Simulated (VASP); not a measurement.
The system is Hg.

```
Hg
1.0
    -2.05843    2.05843    2.05843
     2.05843   -2.05843    2.05843
     2.05843    2.05843   -2.05843
Hg
1
Direct
  0.00000 0.00000 0.00000
```

```yaml
Program: VASP 6.6.1
Task: relaxation of cell and atoms
Functional: PBE
Potentials_or_basis: VASP PAW PBE potentials, release 64 (Hg_sv_GW)
Cutoff: 500 eV
k_mesh: 14 × 14 × 14
Occupations: gaussian, width 0.1 eV
Spin: no spin polarisation
```

At the start: pressure -1.5 GPa; volume 34.89 Å³/atom.

How do energy, volume and symmetry change on relaxing?

Over 4 steps the energy falls by 32.9 meV/atom and the volume is 28.96 Å³/atom (-17.0 %); space group Im-3m (No. 229, to 0.1 Å) before and after.

Step by step:
```csv
step,energy change (eV),largest force (eV/Å),pressure (GPa),volume (Å³)
1,0.0000,0.0000,-1.51,34.89
2,-0.0134,0.0000,-1.15,33.26
3,-0.0329,0.0000,0.09,28.67
4,-0.0329,0.0000,-0.05,28.96
```

Final structure:
```yaml
crystal:
  lattice:
    - [-1.93462, 1.93462, 1.93462]
    - [1.93462, -1.93462, 1.93462]
    - [1.93462, 1.93462, -1.93462]
  atoms:
    - { symbol: Hg, position: [0.00000, 0.00000, 0.00000] }
```

Caveat: the volume moved by over 15 % at a fixed basis, so the end points are rough.
